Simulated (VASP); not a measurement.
Crystal: Ta.

```xyz
2
Lattice="2.9004 0.0000 0.0000 -1.4502 2.5118 0.0000 0.0000 0.0000 5.1663" Properties=species:S:1:pos:R:3 pbc="T T T"
Ta    1.4502    0.8373    3.8747
Ta    0.0000    1.6745    1.2916
```

This isn't the form of Ta at room conditions, which is bcc.

* Program: VASP 6.6.1
* Task: relaxation of cell and atoms
* Functional: BLYP
* Dispersion: D3(BJ)
* Potentials or basis: VASP PAW PBE potentials, release 64 (Ta_pv)
* Cutoff: 500 eV
* k mesh: 13 × 13 × 7
* Occupations: fermi-dirac, width 0.1 eV
* Spin: no spin polarisation

At the start: pressure -7.8 GPa; volume 18.82 Å³/atom.

Problem. Where does the relaxation end?

Solution. Over 7 steps the energy falls by 19.5 meV/atom and the volume is 18.05 Å³/atom (-4.1 %); space group P6_3/mmc (No. 194, to 0.1 Å) before and after.

Step by step:
| step | energy change (eV) | largest force (eV/Å) | pressure (GPa) | volume (Å³) |
| --- | --- | --- | --- | --- |
| 1 | 0.0000 | 0.0000 | -7.76 | 37.64 |
| 2 | 0.1679 | 0.0000 | 22.24 | 32.89 |
| 3 | -0.0389 | 0.0000 | -0.29 | 36.14 |
| 4 | -0.0389 | 0.0000 | -0.03 | 36.09 |
| 5 | -0.0389 | 0.0000 | 0.14 | 36.06 |
| 6 | -0.0389 | 0.0000 | -0.27 | 36.13 |
| 7 | -0.0389 | 0.0000 | -0.05 | 36.09 |

Final structure:
```
Ta
1.0
     2.85928    0.00000    0.00000
    -1.42964    2.47621    0.00000
     0.00000    0.00000    5.09801
Ta
2
Cartesian
  1.4296 0.8254 3.8235
  0.0000 1.6508 1.2745
```

Caveat: the PAW data sets were made with another functional, which shifts forces and pressure a little.
